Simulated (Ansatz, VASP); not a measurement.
One calculation of InSe, two programs

```
In Se
1.0
     4.03177    0.00000    0.00000
    -2.01589    3.49162    0.00000
     0.00000    0.00000   16.76237
In Se
4 4
Direct
  0.33691 0.67383 0.16666
  0.67025 0.34049 0.66666
  0.33691 0.67383 0.33334
  0.67025 0.34049 0.83334
  0.33333 0.66667 0.58987
  0.66667 0.33333 0.08987
  0.33333 0.66667 0.91013
  0.66667 0.33333 0.41013
```

Change from the starting cell: all In atoms moved +0.025 Å, as atom 1 along Cartesian [0 1 0].

Alike in both runs: task single point; functional PBE; dispersion D3(BJ); k mesh 12 × 12 × 2; occupations gaussian, width 0.03 eV; no spin polarisation.

```csv
,VASP,Ansatz
version,VASP 6.6.1,Ansatz 0.2.0
potentials or method,"VASP PAW PBE potentials, release 64 (In_d, Se), cutoff 520 eV","scalar-relativistic, plane waves, PAW"
valence electrons in the cell,76,116
```

Ansatz gave:

| Property | Result |
| --- | --- |
| gap on the k mesh at the Fermi level (eV) | 0.37 |
| least direct gap on the mesh (eV) | 0.37 |
| pressure (GPa) | 0.0 |
| rms of the force components (eV/Å) | 0.072 |

Task: What did VASP give for the same quantities?

Result: gap on the k mesh at the Fermi level (eV): 0.36; least direct gap on the mesh (eV): 0.36; pressure (GPa): 0.0; rms of the force components (eV/Å): 0.073.

Atom by atom the forces differ by 0.008 eV/Å (rms over components). VASP's potentials hold 76 valence electrons a cell and Ansatz's 116, so a difference there can come from the potentials and not from the codes.
